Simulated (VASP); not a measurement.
Here is a VASP 6.6.1 calculation.

File POSCAR:

```
SnS2
1.0
    3.6389999975      0.0000000000      0.0000000000
   -1.8194999987      3.1514664422      0.0000000000
    0.0000000000      0.0000000000      5.8680000000
Sn S
1 2
Direct
    0.0000000000      0.0000000000      0.0000000000
    0.3333333333      0.6666666667      0.2500000000
    0.6666666667      0.3333333333      0.7500000000
```

The input INCAR.step1:

```
PREC = Accurate
ENCUT = 500
EDIFF = 1E-8
ISMEAR = 0
SIGMA = 0.01
LREAL = False
LASPH = True
NELM = 80
ALGO = Normal
LWAVE = True
LCHARG = False
GGA = CA
```

File INCAR.step2:

```
PREC = Accurate
ENCUT = 500
EDIFF = 1E-8
ISMEAR = 0
SIGMA = 0.01
LREAL = False
LASPH = True
NELM = 1
ALGO = Exact
LWAVE = True
LCHARG = False
GGA = CA
NBANDS = 73
LOPTICS = True
ISTART = 1
```

File INCAR.step3:

```
PREC = Accurate
ENCUT = 500
EDIFF = 1E-8
ISMEAR = 0
SIGMA = 0.01
LREAL = False
LASPH = True
ALGO = EVGW0
LWAVE = False
LCHARG = False
GGA = CA
NELMGW = 1
NBANDS = 73
ENCUTGW = 120.0
NOMEGA = 96
PRECFOCK = Fast
ISTART = 1
NBANDSGW = 21
OMEGAMAX = 20
```

KPOINTS

```
Automatic mesh
0
Gamma
  6 6 2
```

Potentials or basis: VASP PAW LDA potentials, release 64 (Sn_d_GW, S_GW).

Command:

```sh
$ cat potpaw_LDA.64/Sn_d_GW/POTCAR potpaw_LDA.64/S_GW/POTCAR > POTCAR
$ cp INCAR.step1 INCAR
$ mpirun -np 1 vasp_std > vasp.out
$ cp INCAR.step2 INCAR
$ mpirun -np 1 vasp_std > vasp.out
$ cp INCAR.step3 INCAR
$ mpirun -np 1 vasp_std > vasp.out
```

(1) Predict the quasiparticle gap.

(2) Estimate the least direct quasiparticle gap.

(3) Estimate the least direct gap of the starting levels on the mesh.

Answers

(1) 2.32 eV.

(2) 2.80 eV.

(3) 1.75 eV.

Caveat: the k points lie up to 0.54 Å⁻¹ apart; bands, screening cutoff and mesh are small and nothing is extrapolated, so the quasiparticle values aren't converged; spin-orbit coupling is left out, which moves the levels of the heavy elements.
